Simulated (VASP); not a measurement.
# Cr (Im-3m) in VASP: further runs

The runs below take Cr through relaxation of cell and atoms, single point, with PBEsol.

Program: VASP 6.6.1. These are calculated values, not measurements. Logs are shortened: lines on timing, memory, paths and dates and some standing lists are left out, and cuts for length are marked.

## Step 1: The cell of the first run

The structure is cubic, space group Im-3m (No. 229). Conventional cell: a = 2.815 Å, b = 2.815 Å, c = 2.815 Å, α = 90.00°, β = 90.00°, γ = 90.00°. Within 3.2 Å of Cr (site symmetry m-3m) lie 14 Cr at 2.44 to 2.82 Å.

## Step 2: Relaxation of cell and atoms, PBEsol

INCAR

```
SYSTEM = Cr
ALGO = Normal
EDIFF = 1E-7
EDIFFG = -0.005
ENCUT = 600
GGA = PS
IBRION = 2
ISIF = 3
ISMEAR = 0
LASPH = .True.
LCHARG = .False.
LREAL = .False.
LWAVE = .False.
NELM = 80
NSW = 100
PREC = Accurate
SIGMA = 0.1
```

KPOINTS

```
k-points
0
Gamma
  20 20 20
  0 0 0
```

POSCAR

```
Cr
1.0
   -1.4076736680      1.4076736680      1.4076736680
    1.4076736680     -1.4076736680      1.4076736680
    1.4076736680      1.4076736680     -1.4076736680
Cr
1
Direct
    0.0000000000      0.0000000000      0.0000000000
```

Potentials or basis: VASP PAW PBE potentials, release 64 (Cr_pv).

The run is started by

```bash
cat potpaw_PBE.64/Cr_pv/POTCAR > POTCAR
mpirun -np 1 vasp_std > vasp.out
```

OUTCAR:

```text
SYSTEM = Cr
   EDIFF = 1E-7
   EDIFFG = -0.005
   ENCUT = 600
   GGA = PS
   IBRION = 2
   ISIF = 3
   ISMEAR = 0
   LASPH = .True.
   LREAL = .False.
   NELM = 80
   NSW = 100
   PREC = Accurate

 ion  position               nearest neighbor table
   1  0.000  0.000  0.000-

  LATTYP: Found a body centered cubic cell.
 ALAT       =     2.8153473360

  Lattice vectors:

 A1 = (  -1.4076736680,   1.4076736680,   1.4076736680)
 A2 = (   1.4076736680,  -1.4076736680,   1.4076736680)
 A3 = (   1.4076736680,   1.4076736680,  -1.4076736680)

Analysis of symmetry for initial positions (statically):
=====================================================================
 Subroutine PRICEL returns:
 Original cell was already a primitive cell.

 Routine SETGRP: Setting up the symmetry group for a
 body centered cubic supercell.

 Subroutine GETGRP returns: Found 48 space group operations
 (whereof 48 operations were pure point group operations)
 out of a pool of 48 trial point group operations.

The static configuration has the point symmetry O_h .

Analysis of symmetry for dynamics (positions and initial velocities):
=====================================================================
 Subroutine PRICEL returns:
 Original cell was already a primitive cell.

 Routine SETGRP: Setting up the symmetry group for a
 body centered cubic supercell.

 Subroutine GETGRP returns: Found 48 space group operations
 (whereof 48 operations were pure point group operations)
 out of a pool of 48 trial point group operations.

The dynamic configuration has the point symmetry O_h .

 Subroutine INISYM returns: Found 48 space group operations
 (whereof 48 operations are pure point group operations),
 and found     1 'primitive' translations

----------------------------------------------------------------------------------------

                                     Primitive cell

  volume of cell :      11.1575

  direct lattice vectors                    reciprocal lattice vectors
    -1.407673668  1.407673668  1.407673668     0.000000000  0.355195960  0.355195960
     1.407673668 -1.407673668  1.407673668     0.355195960  0.000000000  0.355195960
     1.407673668  1.407673668 -1.407673668     0.355195960  0.355195960  0.000000000

  length of vectors
     2.438162313  2.438162313  2.438162313     0.502322944  0.502322944  0.502322944

  position of ions in fractional coordinates (direct lattice)
     0.000000000  0.000000000  0.000000000

  ion indices of the primitive-cell ions
   primitive index   ion index
                 1           1

----------------------------------------------------------------------------------------

 KPOINTS: k-points

Automatic generation of k-mesh.
 Grid dimensions read from file:
 generate k-points for:   20   20   20

 Generating k-lattice:

  Cartesian coordinates                     Fractional coordinates (reciprocal lattice)
     0.000000000  0.017759798  0.017759798     0.050000000  0.000000000  0.000000000
     0.017759798  0.000000000  0.017759798     0.000000000  0.050000000  0.000000000
     0.017759798  0.017759798  0.000000000     0.000000000  0.000000000  0.050000000

  Length of vectors
     0.025116147  0.025116147  0.025116147

  Shift w.r.t. Gamma in fractional coordinates (k-lattice)
     0.000000000  0.000000000  0.000000000

 Subroutine IBZKPT returns following result:
 ===========================================

 Found    256 irreducible k-points:

 Following reciprocal coordinates:
            Coordinates               Weight
  0.000000  0.000000  0.000000      1.000000
  0.050000  0.000000  0.000000     12.000000
  0.100000  0.000000  0.000000     12.000000
  0.150000  0.000000  0.000000     12.000000
  0.200000  0.000000  0.000000     12.000000
  0.250000  0.000000  0.000000     12.000000
[... 16 lines left out ...]
  0.200000  0.100000  0.000000     48.000000
  0.250000  0.100000  0.000000     48.000000
 [... further k-points ...]
   k-points           NKPTS =    256   k-points in BZ     NKDIM =    256   number of bands    NBANDS=     10
   number of dos      NEDOS =    301   number of ions     NIONS =      1
   total plane-waves  NPLWV =   8000
   dimension x,y,z NGX =    20 NGY =   20 NGZ =   20
   dimension x,y,z NGXF=    40 NGYF=   40 NGZF=   40
   ions per type =               1
   NGX,Y,Z   is equivalent  to a cutoff of  13.64, 13.64, 13.64 a.u.
   NGXF,Y,Z  is equivalent  to a cutoff of  27.27, 27.27, 27.27 a.u.
 SYSTEM =  Cr
   PREC   = accura    normal or accurate (medium, high low for compatibility)
   ISTART =      0    job   : 0-new  1-cont  2-samecut
   ICHARG =      2    charge: 1-file 2-atom 10-const
   ISPIN  =      1    spin polarized calculation?
   LNONCOLLINEAR =      F non collinear calculations
   LSORBIT =      F    spin-orbit coupling
   LASPH  =      T    aspherical Exc in radial PAW
   ENCUT  =  600.0 eV  44.10 Ry    6.64 a.u.   4.87  4.87  4.87*2*pi/ulx,y,z
   NELM   =     80;   NELMIN=  2; NELMDL= -5     # of ELM steps
   EDIFF  = 0.1E-06   stopping-criterion for ELM
   LREAL  =      F    real-space projection
   EDIFFG = -.5E-02   stopping-criterion for IOM
   NSW    =    100    number of steps for IOM
   IBRION =      2    ionic relax: 0-MD 1-quasi-New 2-CG
   NFREE  =      1    steps in history (QN), initial steepest desc. (CG)
   ISIF   =      3    stress and relaxation
   ISYM   =      2    0-nonsym 1-usesym 2-fastsym
   POTIM  = 0.5000    time-step for ionic-motion
   TEBEG  =    0.0;   TEEND  =   0.0 temperature during run
   PSTRESS=    0.0 pullay stress
   NELECT =      12.0000    total number of electrons
   NUPDOWN=      -1.0000    fix difference up-down
   EMIN   =  10.00;   EMAX   =-10.00  energy-range for DOS
   EFERMI =   0.00;   METHOD = LEGACY
   ISMEAR =     0;   SIGMA  =   0.10  broadening in eV -4-tet -1-fermi 0-gaus
   EFERMI_NEDOS =   21; number of points for ismear=-14 and -15
   IALGO  =     38    algorithm
   IMIX   =      4    mixing-type and parameters
     AMIX     =   0.40;   BMIX     =  1.00
     AMIX_MAG =   1.60;   BMIX_MAG =  1.00
  volume/ion in A,a.u.               =      11.16        75.29
  Fermi-wavevector in a.u.,A,eV,Ry     =   1.677310  3.169656 38.278194  2.813368
  Thomas-Fermi vector in A             =   2.761598
   LORBIT       =      0    0 simple, 1 ext, 2 COOP (PROOUT), +10 PAW based schemes
   GGA     = PS    functional components
   LHFCALC =     F    Hartree Fock is set to
   AEXX    =    0.0000 exact exchange contribution
   IVDW    =     0    specifies the selected vdW correction
   LEPSILON=     F    determine dielectric tensor
   LRPA    =     F    only Hartree local field effects (RPA)
 conjugate gradient relaxation of ions
 non-spin polarized calculation
 Gauss-broadening in eV      SIGMA  =   0.10
  energy-cutoff  :      600.00
  volume of cell :       11.16
 maximum number of plane-waves:       386
   NGX =  9   NGY =  9   NGZ =  9

--------------------------------------- Ionic step        1  -------------------------------------------

 number of electron      12.0000007 magnetization

 Free energy of the ion-electron system (eV)
  ---------------------------------------------------
  ext. energy  EPLUGINS =         0.00000000
  ---------------------------------------------------
  free energy    TOTEN  =       -10.24539131 eV

  energy without entropy =      -10.24213073  energy(sigma->0) =      -10.24376102

------------------------ aborting loop because EDIFF is reached ----------------------------------------

  FORCE on cell =-STRESS in cart. coord.  units (eV):
  Direction    XX          YY          ZZ          XY          YZ          ZX
  --------------------------------------------------------------------------------------
  -------------------------------------------------------------------------------------
  Total       -0.0677494     -0.0677494     -0.0677494      0.0000000      0.0000000      0.0000000
  in kB       -9.7285889     -9.7285889     -9.7285889      0.0000000      0.0000000      0.0000000
  external PRESSURE =      -9.7285889 kB  Pullay stress =       0.0000000 kB
[... 55 lines left out ...]
  energy  without entropy=      -10.2418917185  energy(sigma->0) =      -10.24350129

--------------------------------------- Ionic step        3  -------------------------------------------

 number of electron      12.0000008 magnetization

 Free energy of the ion-electron system (eV)
  ---------------------------------------------------
  ext. energy  EPLUGINS =         0.00000000
  ---------------------------------------------------
  free energy    TOTEN  =       -10.24550976 eV

  energy without entropy =      -10.24226461  energy(sigma->0) =      -10.24388719

 E-fermi :  11.3937     XC(G=0): -14.0592

 val. band max:       11.3896744154   @ k =   0.1000   0.0500   0.0500
 cond. band min:      11.4122931625   @ k =   0.4500   0.1000   0.0000
 fundamental gap:      0.0226187471
 Fermi energy:        11.3937372307

 k-point     1 :       0.0000    0.0000    0.0000
  band No.  band energies     occupation
      1     -31.1509      2.00000
      2     -31.1509      2.00000
      3     -31.1509      2.00000
      4       3.3568      2.00000
      5      10.4164      2.00000
      6      10.4164      2.00000
      7      10.4164      2.00000
      8      12.5463      0.00000
      9      12.5463      0.00000
     10      18.4864      0.00000
[... 287 lines left out ...]
 k-point    24 :       0.2500    0.1000    0.0000
  band No.  band energies     occupation
      1     -31.8575      2.00000
      2     -31.3773      2.00000
      3     -31.1911      2.00000
      4       6.5966      2.00000
      5       9.3031      2.00000
      6       9.8718      2.00000
      7      12.1618      0.00000
      8      12.8531      0.00000
      9      13.2434      0.00000
     10      18.4859      0.00000

 [... further k-points ...]
[... 5 lines left out ...]
  --------------------------------------------------------------------------------------
  -------------------------------------------------------------------------------------
  Total        0.0003471      0.0003471      0.0003471     -0.0000000      0.0000000     -0.0000000
  in kB        0.0500143      0.0500143      0.0500143     -0.0000000      0.0000000     -0.0000000
  external PRESSURE =       0.0500143 kB  Pullay stress =       0.0000000 kB
[... 16 lines left out ...]
  FREE ENERGIE OF THE ION-ELECTRON SYSTEM (eV)
  ---------------------------------------------------
  free  energy   TOTEN  =       -10.2455097600 eV

  energy  without entropy=      -10.2422646134  energy(sigma->0) =      -10.24388719

 reached required accuracy - stopping structural energy minimisation
```

Wall time 39 s (1 thread of Intel Xeon 6975P-C, shared host); peak memory 0.16 GiB.

Results:

- Free energy: -10.2455 eV
- Relaxed volume: 11.12 Å³/atom
- Relaxed cell: a = 2.435 Å, b = 2.435 Å, c = 2.435 Å, α = 109.47°, β = 109.47°, γ = 109.47°
- Space group after relaxing (to 0.05 Å): Im-3m (No. 229)
- Energy gained by relaxing: 0.1 meV/atom
- Ionic steps: 3
- Pressure after relaxing: 0.0 GPa
- Band gap on the k mesh: zero (band 6 reaches 13.98 eV, above the bottom of band 7 at 10.42 eV)

The path:
```csv
step,energy change (eV),largest force (eV/Å),pressure (GPa),volume (Å³)
1,0.0000,0.0000,-0.97,11.16
2,0.0003,0.0000,1.83,11.05
3,-0.0001,0.0000,0.01,11.12
```

Final structure:
```yaml
crystal:
  lattice:
    - [-1.40605, 1.40605, 1.40605]
    - [1.40605, -1.40605, 1.40605]
    - [1.40605, 1.40605, -1.40605]
  atoms:
    - { symbol: Cr, position: [0.00000, 0.00000, 0.00000] }
```

Caveat: the PAW data sets were made with another functional, which shifts forces and pressure a little; the run has no spin polarisation, though such a crystal can be magnetic. Spin polarisation is off, so any magnetic state and its effect on volume and gap are missing.

## Step 3: Single point, PBEsol

INCAR

```
  ALGO = Normal
  EDIFF = 1E-6
  ENCUT = 500
  GGA = PS
  GGA_COMPAT = F
  ISIF = 2
  ISMEAR = 0
  LASPH = T
  LCHARG = F
  LREAL = F
  LWAVE = F
  NBANDS = 12
  NELM = 120
  PREC = Accurate
  SIGMA = 0.1
```

KPOINTS

```
k-points
0
Gamma
  10 10 10
```

POSCAR

```
Cr
1.0
   -1.4076736639      1.4076736639      1.4076736639
    1.4076736639     -1.4076736639      1.4076736639
    1.4076736639      1.4076736639     -1.4076736639
Cr
1
Direct
    0.0000000000      0.0000000000      0.0000000000
```

Potentials or basis: VASP PAW PBE potentials, release 64 (Cr_pv).

The run is started by

```bash
cat potpaw_PBE.64/Cr_pv/POTCAR > POTCAR
mpirun -np 1 vasp_std > vasp.out
```

OUTCAR:

```text
EDIFF = 1E-6
   ENCUT = 500
   GGA = PS
   ISIF = 2
   ISMEAR = 0
   LASPH = T
   LREAL = F
   NELM = 120
   PREC = Accurate

 ion  position               nearest neighbor table
   1  0.000  0.000  0.000-

  LATTYP: Found a body centered cubic cell.
 ALAT       =     2.8153473278

  Lattice vectors:

 A1 = (  -1.4076736639,   1.4076736639,   1.4076736639)
 A2 = (   1.4076736639,  -1.4076736639,   1.4076736639)
 A3 = (   1.4076736639,   1.4076736639,  -1.4076736639)

Analysis of symmetry for initial positions (statically):
=====================================================================
 Subroutine PRICEL returns:
 Original cell was already a primitive cell.

 Routine SETGRP: Setting up the symmetry group for a
 body centered cubic supercell.

 Subroutine GETGRP returns: Found 48 space group operations
 (whereof 48 operations were pure point group operations)
 out of a pool of 48 trial point group operations.

The static configuration has the point symmetry O_h .

Analysis of symmetry for dynamics (positions and initial velocities):
=====================================================================
 Subroutine PRICEL returns:
[... 168 lines left out ...]
      4       3.3179      2.00000
      5      10.3541      2.00000
      6      10.3541      2.00000
      7      10.3541      2.00000
      8      12.4749      0.00000
      9      12.4749      0.00000
     10      18.4040      0.00000
     11      33.8851      0.00000
     12      33.8851      0.00000
[... 331 lines left out ...]
 k-point    24 :      -0.3000    0.3000    0.1000
  band No.  band energies     occupation
      1     -31.9008      2.00000
      2     -31.4757      2.00000
      3     -31.3076      2.00000
      4       6.6016      2.00000
      5       9.5653      2.00000
      6       9.8699      2.00000
      7      11.7421      0.00000
      8      12.6450      0.00000
      9      13.1739      0.00000
     10      18.4036      0.00000
     11      26.9866      0.00000
     12      30.6550      0.00000

 [... further k-points ...]

------------------------ aborting loop because EDIFF is reached ----------------------------------------

  FORCE on cell =-STRESS in cart. coord.  units (eV):
  Direction    XX          YY          ZZ          XY          YZ          ZX
  --------------------------------------------------------------------------------------
  -------------------------------------------------------------------------------------
  Total       -0.0350024     -0.0350024     -0.0350024     -0.0000000      0.0000000      0.0000000
  in kB       -5.0262247     -5.0262247     -5.0262247     -0.0000000      0.0000000      0.0000000
  external PRESSURE =      -5.0262247 kB  Pullay stress =       0.0000000 kB

 VOLUME and BASIS-vectors are now :
 -----------------------------------------------------------------------------
  energy-cutoff  :      500.00
  volume of cell :       11.16
      direct lattice vectors                 reciprocal lattice vectors
    -1.407673664  1.407673664  1.407673664     0.000000000  0.355195961  0.355195961
     1.407673664 -1.407673664  1.407673664     0.355195961  0.000000000  0.355195961
     1.407673664  1.407673664 -1.407673664     0.355195961  0.355195961  0.000000000

 POSITION                                       TOTAL-FORCE (eV/Angst)
 -----------------------------------------------------------------------------------
      0.00000      0.00000      0.00000        -0.000000      0.000000      0.000000
 -----------------------------------------------------------------------------------
    total drift:                               -0.000000      0.000000      0.000000

  FREE ENERGIE OF THE ION-ELECTRON SYSTEM (eV)
  ---------------------------------------------------
  free  energy   TOTEN  =       -10.2349610488 eV

  energy  without entropy=      -10.2304553781  energy(sigma->0) =      -10.23270821
```

OSZICAR:

```text
N       E                     dE             d eps       ncg     rms          rms(c)
DAV:   1     0.762659591837E+02    0.76266E+02   -0.71208E+03  1148   0.119E+03
DAV:   2    -0.109415308241E+02   -0.87207E+02   -0.84231E+02  1152   0.292E+02
DAV:   3    -0.120740028219E+02   -0.11325E+01   -0.11272E+01  1256   0.399E+01
DAV:   4    -0.120798625569E+02   -0.58597E-02   -0.58596E-02  1224   0.285E+00
DAV:   5    -0.120799281080E+02   -0.65551E-04   -0.65551E-04  1220   0.278E-01    0.144E+01
DAV:   6    -0.102715635470E+02    0.18084E+01   -0.46237E+00  1168   0.365E+01    0.201E+00
DAV:   7    -0.102481827940E+02    0.23381E-01   -0.46818E-02  1164   0.266E+00    0.108E+00
DAV:   8    -0.102349512624E+02    0.13232E-01   -0.32522E-03  1204   0.905E-01    0.124E-01
DAV:   9    -0.102349745618E+02   -0.23299E-04   -0.36356E-04  1140   0.308E-01    0.344E-02
DAV:  10    -0.102349648777E+02    0.96842E-05   -0.22953E-05  1220   0.861E-02    0.101E-02
DAV:  11    -0.102349610014E+02    0.38762E-05   -0.75984E-07   820   0.125E-02    0.986E-04
DAV:  12    -0.102349610488E+02   -0.47338E-07   -0.53856E-08   572   0.288E-03
   1 F= -.10234961E+02 E0= -.10232708E+02  d E =-.450567E-02
```

It took 5.7 s on 1 thread of Intel Xeon 6975P-C, shared host; peak memory 0.12 GiB.

What came out:

| Quantity | Value |
| --- | --- |
| Free energy | -10.2350 eV |
| Pressure | -0.5 GPa |
| Band gap on the k mesh | zero (band 6 reaches 13.90 eV, above the bottom of band 7 at 10.35 eV) |

Levels at points of the mesh, in eV from the Fermi level:
```
           k point  band 3  band 4  band 5  band 6  band 7  band 8  band 9  band 10
(0.00, 0.00, 0.00)  -42.59   -8.05   -1.01   -1.01   -1.01    1.11    1.11     7.04
(0.50, 0.00, 0.00)  -42.60   -4.68   -2.64    1.13    1.16    1.47    2.95     7.04
(0.50, 0.50, 0.50)  -43.30   -4.61   -4.61    2.53    2.53    2.53    7.04    10.85
```

Caveat: the PAW data sets were made with another functional, which shifts forces and pressure a little; the run has no spin polarisation, though such a crystal can be magnetic. Spin polarisation is off, so any magnetic state and its effect on volume and gap are missing.

(Continued in part 2 of 2.)
